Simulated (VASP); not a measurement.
# Pt (Fm-3m) in VASP: notebook

The runs below take Pt through single point, relaxation of cell and atoms, with PBE.

All numbers are computed with VASP 6.6.1; they aren't measurements. Logs are shortened: lines on timing, memory, paths and dates and some standing lists are left out, and cuts for length are marked.

### Step 1. The cell of the first run

Symmetry: Fm-3m, No. 225, cubic system. Conventional cell: a = 3.967 Å, b = 3.967 Å, c = 3.967 Å, α = 90.00°, β = 90.00°, γ = 90.00°. Within 3.7 Å of Pt (site symmetry m-3m) lie 12 Pt at 2.81 Å.

### Step 2. Single point, PBE

File INCAR:

```
  ALGO = Normal
  EDIFF = 1E-6
  ENCUT = 500
  GGA = PE
  GGA_COMPAT = F
  ISIF = 2
  ISMEAR = 0
  LASPH = T
  LCHARG = F
  LREAL = F
  LWAVE = F
  NBANDS = 11
  NELM = 120
  PREC = Accurate
  SIGMA = 0.1
```

File KPOINTS:

```
k-points
0
Gamma
  8 8 8
```

File POSCAR:

```
Pt
1.0
    0.0000000000      1.9836410156      1.9836410156
    1.9836410156      0.0000000000      1.9836410156
    1.9836410156      1.9836410156      0.0000000000
Pt
1
Direct
    0.0000000000      0.0000000000      0.0000000000
```

Potentials or basis: VASP PAW PBE potentials, release 64 (Pt).

On the command line:

```
$ cat potpaw_PBE.64/Pt/POTCAR > POTCAR
$ mpirun -np 1 vasp_std > vasp.out
```

OUTCAR:

```text
EDIFF = 1E-6
   ENCUT = 500
   GGA = PE
   ISIF = 2
   ISMEAR = 0
   LASPH = T
   LREAL = F
   NELM = 120
   PREC = Accurate

 ion  position               nearest neighbor table
   1  0.000  0.000  0.000-

  LATTYP: Found a face centered cubic cell.
 ALAT       =     3.9672820312

  Lattice vectors:

 A1 = (   0.0000000000,   1.9836410156,   1.9836410156)
 A2 = (   1.9836410156,   0.0000000000,   1.9836410156)
 A3 = (   1.9836410156,   1.9836410156,   0.0000000000)

Analysis of symmetry for initial positions (statically):
=====================================================================
 Subroutine PRICEL returns:
 Original cell was already a primitive cell.

 Routine SETGRP: Setting up the symmetry group for a
 face centered cubic supercell.

 Subroutine GETGRP returns: Found 48 space group operations
 (whereof 48 operations were pure point group operations)
 out of a pool of 48 trial point group operations.

The static configuration has the point symmetry O_h .

Analysis of symmetry for dynamics (positions and initial velocities):
=====================================================================
 Subroutine PRICEL returns:
 Original cell was already a primitive cell.

 Routine SETGRP: Setting up the symmetry group for a
 face centered cubic supercell.

 Subroutine GETGRP returns: Found 48 space group operations
 (whereof 48 operations were pure point group operations)
 out of a pool of 48 trial point group operations.

The dynamic configuration has the point symmetry O_h .

 Subroutine INISYM returns: Found 48 space group operations
 (whereof 48 operations are pure point group operations),
 and found     1 'primitive' translations

----------------------------------------------------------------------------------------

                                     Primitive cell

  volume of cell :      15.6106

  direct lattice vectors                    reciprocal lattice vectors
     0.000000000  1.983641016  1.983641016    -0.252061737  0.252061737  0.252061737
     1.983641016  0.000000000  1.983641016     0.252061737 -0.252061737  0.252061737
     1.983641016  1.983641016  0.000000000     0.252061737  0.252061737 -0.252061737

  length of vectors
     2.805292027  2.805292027  2.805292027     0.436583735  0.436583735  0.436583735

  position of ions in fractional coordinates (direct lattice)
     0.000000000  0.000000000  0.000000000

  ion indices of the primitive-cell ions
   primitive index   ion index
                 1           1

----------------------------------------------------------------------------------------

 KPOINTS: k-points

Automatic generation of k-mesh.
 Grid dimensions read from file:
 generate k-points for:    8    8    8

 Generating k-lattice:

  Cartesian coordinates                     Fractional coordinates (reciprocal lattice)
    -0.031507717  0.031507717  0.031507717     0.125000000  0.000000000  0.000000000
     0.031507717 -0.031507717  0.031507717     0.000000000  0.125000000  0.000000000
     0.031507717  0.031507717 -0.031507717     0.000000000  0.000000000  0.125000000

  Length of vectors
     0.054572967  0.054572967  0.054572967

  Shift w.r.t. Gamma in fractional coordinates (k-lattice)
     0.000000000  0.000000000  0.000000000

 Subroutine IBZKPT returns following result:
 ===========================================

 Found     29 irreducible k-points:

 Following reciprocal coordinates:
            Coordinates               Weight
  0.000000  0.000000  0.000000      1.000000
  0.125000  0.000000  0.000000      8.000000
  0.250000  0.000000  0.000000      8.000000
  0.375000  0.000000  0.000000      8.000000
  0.500000  0.000000  0.000000      4.000000
  0.125000  0.125000  0.000000      6.000000
[... 16 lines left out ...]
  0.500000  0.250000  0.125000     48.000000
 -0.375000  0.250000  0.125000     24.000000
 [... further k-points ...]
   k-points           NKPTS =     29   k-points in BZ     NKDIM =     29   number of bands    NBANDS=     11
   number of dos      NEDOS =    301   number of ions     NIONS =      1
   total plane-waves  NPLWV =   8000
   dimension x,y,z NGX =    20 NGY =   20 NGZ =   20
   dimension x,y,z NGXF=    40 NGYF=   40 NGZF=   40
   ions per type =               1
   NGX,Y,Z   is equivalent  to a cutoff of  11.85, 11.85, 11.85 a.u.
   NGXF,Y,Z  is equivalent  to a cutoff of  23.70, 23.70, 23.70 a.u.
 SYSTEM =  unknown system
   PREC   = accura    normal or accurate (medium, high low for compatibility)
   ISTART =      0    job   : 0-new  1-cont  2-samecut
   ICHARG =      2    charge: 1-file 2-atom 10-const
   ISPIN  =      1    spin polarized calculation?
   LNONCOLLINEAR =      F non collinear calculations
   LSORBIT =      F    spin-orbit coupling
   LASPH  =      T    aspherical Exc in radial PAW
   ENCUT  =  500.0 eV  36.75 Ry    6.06 a.u.   5.11  5.11  5.11*2*pi/ulx,y,z
   NELM   =    120;   NELMIN=  2; NELMDL= -5     # of ELM steps
   EDIFF  = 0.1E-05   stopping-criterion for ELM
   LREAL  =      F    real-space projection
   EDIFFG = 0.1E-04   stopping-criterion for IOM
   NSW    =      0    number of steps for IOM
   IBRION =     -1    ionic relax: 0-MD 1-quasi-New 2-CG
   NFREE  =      0    steps in history (QN), initial steepest desc. (CG)
   ISIF   =      2    stress and relaxation
   ISYM   =      2    0-nonsym 1-usesym 2-fastsym
   POTIM  = 0.5000    time-step for ionic-motion
   TEBEG  =    0.0;   TEEND  =   0.0 temperature during run
   PSTRESS=    0.0 pullay stress
   NELECT =      10.0000    total number of electrons
   NUPDOWN=      -1.0000    fix difference up-down
   EMIN   =  10.00;   EMAX   =-10.00  energy-range for DOS
   EFERMI =   0.00;   METHOD = LEGACY
   ISMEAR =     0;   SIGMA  =   0.10  broadening in eV -4-tet -1-fermi 0-gaus
   EFERMI_NEDOS =   21; number of points for ismear=-14 and -15
   IALGO  =     38    algorithm
   IMIX   =      4    mixing-type and parameters
     AMIX     =   0.40;   BMIX     =  1.00
     AMIX_MAG =   1.60;   BMIX_MAG =  1.00
  volume/ion in A,a.u.               =      15.61       105.35
  Fermi-wavevector in a.u.,A,eV,Ry     =   1.411243  2.666862 27.097450  1.991606
  Thomas-Fermi vector in A             =   2.533114
   LORBIT       =      0    0 simple, 1 ext, 2 COOP (PROOUT), +10 PAW based schemes
   GGA     = PE    functional components
   LHFCALC =     F    Hartree Fock is set to
   AEXX    =    0.0000 exact exchange contribution
   IVDW    =     0    specifies the selected vdW correction
   LEPSILON=     F    determine dielectric tensor
   LRPA    =     F    only Hartree local field effects (RPA)
 non-spin polarized calculation
 Gauss-broadening in eV      SIGMA  =   0.10
  energy-cutoff  :      500.00
  volume of cell :       15.61
 maximum number of plane-waves:       415
   NGX = 11   NGY = 11   NGZ = 11

 number of electron      10.0000002 magnetization

 Free energy of the ion-electron system (eV)
  ---------------------------------------------------
  ext. energy  EPLUGINS =         0.00000000
  ---------------------------------------------------
  free energy    TOTEN  =        -6.08655337 eV

  energy without entropy =       -6.07702455  energy(sigma->0) =       -6.08178896

 E-fermi :  10.5396     XC(G=0): -13.2915

 val. band max:       10.4088595125   @ k =  -0.3750   0.3750   0.0000
 cond. band min:      10.5477502419   @ k =  -0.2500   0.1250   0.0000
 fundamental gap:      0.1388907293
 Fermi energy:        10.5396478848

 k-point     1 :       0.0000    0.0000    0.0000
  band No.  band energies     occupation
      1       0.7796      2.00000
      2       7.0013      2.00000
      3       7.0013      2.00000
      4       7.0013      2.00000
      5       9.0305      2.00000
      6       9.0305      2.00000
      7      25.3484      0.00000
      8      30.1171      0.00000
      9      30.1171      0.00000
     10      30.1171      0.00000
     11      35.3453      0.00000

 k-point     2 :       0.1250    0.0000    0.0000
  band No.  band energies     occupation
      1       1.3705      2.00000
      2       6.7755      2.00000
      3       7.2093      2.00000
      4       7.2093      2.00000
      5       8.9383      2.00000
      6       8.9383      2.00000
      7      26.1772      0.00000
      8      27.6599      0.00000
      9      30.9984      0.00000
     10      30.9984      0.00000
     11      36.3860      0.00000

 k-point     3 :       0.2500    0.0000    0.0000
  band No.  band energies     occupation
      1       2.7704      2.00000
      2       6.6799      2.00000
      3       7.3561      2.00000
      4       7.3561      2.00000
      5       9.2040      2.00000
      6       9.2040      2.00000
      7      23.7141      0.00000
      8      26.9327      0.00000
      9      32.8657      0.00000
     10      32.8657      0.00000
     11      33.8453      0.00000

 k-point     4 :       0.3750    0.0000    0.0000
  band No.  band energies     occupation
      1       3.5718      2.00000
      2       7.0929      2.00000
      3       7.0929      2.00000
      4       8.2814      2.00000
      5      10.1051      2.00000
      6      10.1051      2.00000
      7      19.1274      0.00000
      8      25.5569      0.00000
      9      30.6905      0.00000
     10      30.6905      0.00000
     11      36.6754      0.00000

 k-point     5 :       0.5000    0.0000    0.0000
  band No.  band energies     occupation
      1       3.6274      2.00000
      2       6.9439      2.00000
      3       6.9439      2.00000
      4      10.2820      1.99973
      5      10.6047      0.35723
      6      10.6047      0.35722
      7      16.1688      0.00000
      8      24.9056      0.00000
      9      29.3506      0.00000
     10      29.3506      0.00000
     11      38.4167      0.00000

 k-point     6 :       0.1250    0.1250    0.0000
  band No.  band energies     occupation
      1       1.5718      2.00000
      2       6.5184      2.00000
      3       7.4096      2.00000
      4       7.4096      2.00000
      5       8.5028      2.00000
      6       9.2345      2.00000
      7      26.5381      0.00000
      8      28.6658      0.00000
      9      29.9992      0.00000
     10      29.9992      0.00000
     11      37.8706      0.00000

 k-point     7 :       0.2500    0.1250    0.0000
  band No.  band energies     occupation
      1       2.7644      2.00000
      2       6.1354      2.00000
      3       7.4789      2.00000
      4       7.7515      2.00000
      5       8.6261      2.00000
      6       9.5449      2.00000
      7      25.5354      0.00000
      8      27.7072      0.00000
      9      29.7589      0.00000
     10      30.9522      0.00000
     11      34.4768      0.00000

 k-point     8 :       0.3750    0.1250    0.0000
  band No.  band energies     occupation
      1       3.9078      2.00000
      2       6.6500      2.00000
      3       6.9392      2.00000
      4       7.6159      2.00000
      5      10.2021      2.00000
      6      10.2878      1.99963
      7      20.8372      0.00000
      8      26.6170      0.00000
      9      28.8290      0.00000
     10      30.5214      0.00000
     11      36.3469      0.00000
[... 141 lines left out ...]
 k-point    19 :       0.5000    0.3750    0.0000
  band No.  band energies     occupation
      1       4.2241      2.00000
      2       4.6756      2.00000
      3       9.1348      2.00000
      4       9.9404      2.00000
      5      10.8459      0.00001
      6      13.3814      0.00000
      7      19.2321      0.00000
      8      22.0899      0.00000
      9      23.1713      0.00000
     10      30.8831      0.00000
     11      33.5936      0.00000

 k-point    20 :      -0.3750    0.3750    0.0000
  band No.  band energies     occupation
      1       4.6643      2.00000
      2       5.4170      2.00000
      3       7.8966      2.00000
      4       9.3362      2.00000
      5      10.4089      1.93563
      6      16.2152      0.00000
      7      17.1526      0.00000
      8      20.4074      0.00000
      9      25.0323      0.00000
     10      30.2998      0.00000
     11      36.7962      0.00000

 k-point    21 :       0.5000    0.5000    0.0000
  band No.  band energies     occupation
      1       3.8923      2.00000
      2       4.3247      2.00000
      3      10.5697      0.67112
      4      11.0291      0.00000
      5      11.0291      0.00000
      6      12.4601      0.00000
      7      19.1038      0.00000
      8      21.8956      0.00000
      9      21.8956      0.00000
     10      30.3337      0.00000
     11      33.4585      0.00000

 k-point    22 :       0.3750    0.2500    0.1250
  band No.  band energies     occupation
      1       4.0145      2.00000
      2       5.7598      2.00000
      3       6.9951      2.00000
      4       8.5732      2.00000
      5       8.6566      2.00000
      6      10.5949      0.43473
      7      23.8831      0.00000
      8      25.9974      0.00000
      9      28.3667      0.00000
     10      30.6912      0.00000
     11      34.3222      0.00000

 k-point    23 :       0.5000    0.2500    0.1250
  band No.  band energies     occupation
      1       4.8285      2.00000
      2       6.2382      2.00000
      3       6.5031      2.00000
      4       8.2979      2.00000
      5       9.8816      2.00000
      6      12.4370      0.00000
      7      19.6477      0.00000
      8      24.6978      0.00000
      9      26.6384      0.00000
     10      30.7998      0.00000
     11      34.6251      0.00000

 k-point    24 :      -0.3750    0.2500    0.1250
  band No.  band energies     occupation
      1       4.8552      2.00000
      2       6.0437      2.00000
      3       7.3393      2.00000
      4       8.0479      2.00000
      5      10.3919      1.96334
      6      14.9342      0.00000
      7      15.9019      0.00000
      8      25.0036      0.00000
      9      25.4948      0.00000
     10      29.5812      0.00000
     11      36.4233      0.00000

 [... further k-points ...]
[... 5 lines left out ...]
  --------------------------------------------------------------------------------------
  -------------------------------------------------------------------------------------
  Total       -0.0602401     -0.0602401     -0.0602401      0.0000000      0.0000000      0.0000000
  in kB       -6.1826872     -6.1826872     -6.1826872      0.0000000      0.0000000      0.0000000
  external PRESSURE =      -6.1826872 kB  Pullay stress =       0.0000000 kB

 VOLUME and BASIS-vectors are now :
 -----------------------------------------------------------------------------
  energy-cutoff  :      500.00
  volume of cell :       15.61
      direct lattice vectors                 reciprocal lattice vectors
     0.000000000  1.983641016  1.983641016    -0.252061737  0.252061737  0.252061737
     1.983641016  0.000000000  1.983641016     0.252061737 -0.252061737  0.252061737
     1.983641016  1.983641016  0.000000000     0.252061737  0.252061737 -0.252061737

 POSITION                                       TOTAL-FORCE (eV/Angst)
 -----------------------------------------------------------------------------------
      0.00000      0.00000      0.00000         0.000000      0.000000      0.000000
 -----------------------------------------------------------------------------------
    total drift:                               -0.000000     -0.000000     -0.000000

  FREE ENERGIE OF THE ION-ELECTRON SYSTEM (eV)
  ---------------------------------------------------
  free  energy   TOTEN  =        -6.0865533663 eV

  energy  without entropy=       -6.0770245455  energy(sigma->0) =       -6.08178896
```

Run time: 5.7 s. Hardware: 1 thread of AMD EPYC 7R43 (Zen 3), shared host; peak memory 0.09 GiB.

Results:

| Quantity | Value |
| --- | --- |
| Free energy | -6.0866 eV |
| Pressure | -0.6 GPa |
| Band gap on the k mesh | zero (band 5 reaches 11.03 eV, above the bottom of band 6 at 8.94 eV) |

Levels at points of the mesh, in eV from the Fermi level:
```csv
k point,band 1,band 2,band 3,band 4,band 5,band 6,band 7,band 8,band 9,band 10
"(0.00, 0.00, 0.00)",-9.76,-3.54,-3.54,-3.54,-1.51,-1.51,14.81,19.58,19.58,19.58
"(0.50, 0.00, 0.00)",-6.91,-3.60,-3.60,-0.26,0.07,0.07,5.63,14.37,18.81,18.81
"(0.50, 0.50, 0.00)",-6.65,-6.21,0.03,0.49,0.49,1.92,8.56,11.36,11.36,19.79
```

Caveat: spin-orbit coupling is left out, which moves the levels of the heavy elements.

### Step 3. Relaxation of cell and atoms, PBE

This run uses another cell than the first one, of 15.08 Å³/atom, 0.966 times its volume.

File INCAR:

```
SYSTEM = Pt
PREC = Accurate
ENCUT = 500
EDIFF = 1E-7
ISMEAR = 0
SIGMA = 0.1
LREAL = .FALSE.
LASPH = .TRUE.
NELM = 120
ALGO = Normal
ISIF = 3
LWAVE = .FALSE.
LCHARG = .FALSE.
GGA = PE
IBRION = 2
NSW = 100
EDIFFG = -0.05
GGA_COMPAT = .FALSE.
NELMIN = 4
```

File KPOINTS:

```
Automatic mesh
0
G
  8 8 8
  0 0 0
```

File POSCAR:

```
Pt
1.0
    0.0000000000      1.9609000000      1.9609000000
    1.9609000000      0.0000000000      1.9609000000
    1.9609000000      1.9609000000      0.0000000000
Pt
1
Direct
    0.0000000000      0.0000000000      0.0000000000
```

Potentials or basis: VASP PAW PBE potentials, release 64 (Pt).

On the command line:

```
$ cat potpaw_PBE.64/Pt/POTCAR > POTCAR
$ mpirun -np 1 vasp_std > vasp.out
```

It took 13 s on 1 thread of AMD EPYC 7R43 (Zen 3), shared host; peak memory 0.1 GiB.

It converged, with:

* Free energy: -6.0862 eV
* Relaxed volume: 15.59 Å³/atom
* Relaxed cell: a = 2.804 Å, b = 2.804 Å, c = 2.804 Å, α = 60.00°, β = 60.00°, γ = 60.00°
* Space group after relaxing (to 0.05 Å): Fm-3m (No. 225)
* Energy gained by relaxing: 13.1 meV/atom
* Ionic steps: 3
* Pressure after relaxing: -0.2 GPa
* Band gap on the k mesh: zero (band 5 reaches 11.06 eV, above the bottom of band 6 at 8.96 eV)

Step by step:
```csv
step,energy change (eV),largest force (eV/Å),pressure (GPa),volume (Å³)
1,0.0000,0.0000,8.87,15.08
2,0.0681,0.0000,-16.63,16.98
3,-0.0131,0.0000,-0.22,15.59
```

Final structure:
```
Pt
1.0
     0.00000    1.98265    1.98265
     1.98265    0.00000    1.98265
     1.98265    1.98265    0.00000
Pt
1
Direct
  0.00000 0.00000 0.00000
```

Levels at points of the mesh, in eV from the Fermi level:
```tsv
k point	band 2	band 3	band 4	band 5	band 6	band 7	band 8	band 9
(0.00, 0.00, 0.00)	-3.55	-3.55	-3.55	-1.51	-1.51	14.80	19.58	19.58
(0.50, 0.00, 0.00)	-3.60	-3.60	-0.26	0.07	0.07	5.64	14.36	18.82
(0.50, 0.50, 0.00)	-6.23	0.03	0.49	0.49	1.92	8.58	11.36	11.36
```

Caveat: spin-orbit coupling is left out, which moves the levels of the heavy elements.
